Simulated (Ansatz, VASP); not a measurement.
Al: VASP beside Ansatz

The input INCAR:

```
PREC = Accurate ; ENCUT = 520
EDIFF = 1E-6 ; ISMEAR = 0
SIGMA = 0.15 ; LREAL = False
LASPH = True ; NELM = 80
ALGO = Fast ; ISIF = 2
LWAVE = False ; LCHARG = False
NBANDS = 8
```

File KPOINTS:

```
Automatic mesh
0
Gamma
  22 22 22
```

POSCAR

```
Al
1.0
   -1.4664740538      1.4664740538      1.8349989835
    1.4664740538     -1.4664740538      1.8349989835
    1.4664740538      1.4664740538     -1.8349989835
Al
1
Direct
    0.0000000000      0.0000000000      0.0000000000
```

Input for Ansatz:

```yaml
crystal:
  lattice:
    - [-1.4664740538, 1.4664740538, 1.8349989835]
    - [1.4664740538, -1.4664740538, 1.8349989835]
    - [1.4664740538, 1.4664740538, -1.8349989835]
  atoms:
    - { symbol: Al, position: [0.0, 0.0, 0.0] }
basis:
  ecutwfc: 420
kpoints:
  mp_grid: { grid: [22, 22, 22] }
hamiltonian:
  xc: lda
scf:
  occupations: { method: gaussian, width: 0.15 }
output:
  forces: true
  stress: true
  eigenvalues: true
```

Alike in both runs: task single point; functional LDA; k mesh 22 × 22 × 22; occupations gaussian, width 0.15 eV; no spin polarisation.

|  | VASP | Ansatz |
| --- | --- | --- |
| version | VASP 6.6.1 | Ansatz 0.2.0 |
| potentials or method | VASP PAW LDA potentials, release 64 (Al), cutoff 520 eV | scalar-relativistic, plane waves, PAW |
| valence electrons in the cell | 3 | 3 |

VASP gave:

- gap on the k mesh at the Fermi level (eV): none
- pressure (GPa): 1.0
- traceless stress, the component that is largest in VASP (GPa): 4.27

Q: Which values does Ansatz return?

A: gap on the k mesh at the Fermi level (eV): none; pressure (GPa): 1.0; traceless stress, the component that is largest in VASP (GPa): 4.24.

LDA's correlation is that of Perdew and Zunger in VASP and of Perdew and Wang (1992) in Ansatz. A gap of «none» marks a metal or a gap that the smearing closes.
